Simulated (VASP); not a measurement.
A run of VASP 6.6.1 is set up as follows.

Contents of INCAR:

```
SYSTEM = HC12
ALGO     = Normal         ! electronic algorithm
DIPOL    = 0.5 0.5 0.300
EDIFF    = 1E-6           ! SCF threshold, eV
ENCUT    = 520            ! plane-wave cutoff, eV
GGA      = PE             ! functional
IDIPOL   = 3            
ISIF     = 2              ! what is computed and relaxed
ISMEAR   = 0              ! smearing method
ISPIN    = 2              ! spin polarisation
IVDW     = 12             ! dispersion correction
KPAR     = 4            
LASPH    = .True.         ! aspherical terms in the spheres
LCHARG   = .False.        ! write CHGCAR
LDIPOL   = .True.       
LORBIT   = 11             ! projections on sites
LREAL    = .False.        ! projectors in reciprocal space
LWAVE    = .False.        ! write WAVECAR
MAGMOM   = 0 0 0 0 0 0 0 0 0 0 0 0 1 ! initial moments
NBANDS   = 40             ! bands
NELM     = 150            ! most SCF steps
PREC     = Accurate       ! precision mode
SIGMA    = 0.05           ! smearing width, eV
```

Contents of KPOINTS:

```
k-points
0
Gamma
  6 7 1
  0 0 0
```

Contents of POSCAR:

```
HC12
1.0
    4.9311586502      0.0000000000      0.0000000000
    0.0000000000      4.0098697767      0.0000000000
    0.0000000000      0.0000000000     21.6014232414
C H
12 1
Direct
    0.2500000000      0.3776970832      0.1851729840
    0.7500000000      0.3776970832      0.1851729840
    0.0000000000      0.4720802753      0.2130426460
    0.5000000000      0.4720802753      0.2130426460
    0.0000000000      0.6609562027      0.2688143161
    0.5000000000      0.6609562027      0.2688143161
    0.2500000000      0.7503681903      0.2962457608
    0.7500000000      0.7503681903      0.2962457608
    0.2500000000      0.9412921293      0.3552728042
    0.7500000000      0.9412921293      0.3552728042
    0.0000000000      0.0234303656      0.3796705036
    0.5000000000      0.0234303656      0.3796705036
    0.0833333333      0.8567636989      0.5092915924
```

Potentials or basis: VASP PAW PBE potentials, release 64 (C, H).

Launch:

```console
$ cat potpaw_PBE.64/C/POTCAR potpaw_PBE.64/H/POTCAR > POTCAR
$ mpirun -np 4 vasp_std > vasp.out
```

Problem. Predict the largest force.

Solution. 3.687 eV/Å.

Problem. Predict the site moments.

Solution. C +0.64, -0.02, -0.03, +0.11, +0.08, -0.06, +0.04, -0.55, +0.33 (each value once); H +0.37 μB.

Forces on the atoms (eV/Å):
```
C    0.031  1.374  2.212
C   -0.031  1.373  2.213
C    0.000 -1.820 -3.040
C    0.001 -1.896 -3.162
C   -0.002  0.394  0.881
C    0.002  0.484  1.031
C    0.000  0.335  0.410
C    0.004  0.326  0.406
C    0.110 -0.082 -0.236
C   -0.109 -0.086 -0.216
C    0.033 -0.224  0.046
C    0.006 -0.242 -0.350
H   -0.044  0.065 -0.195
```
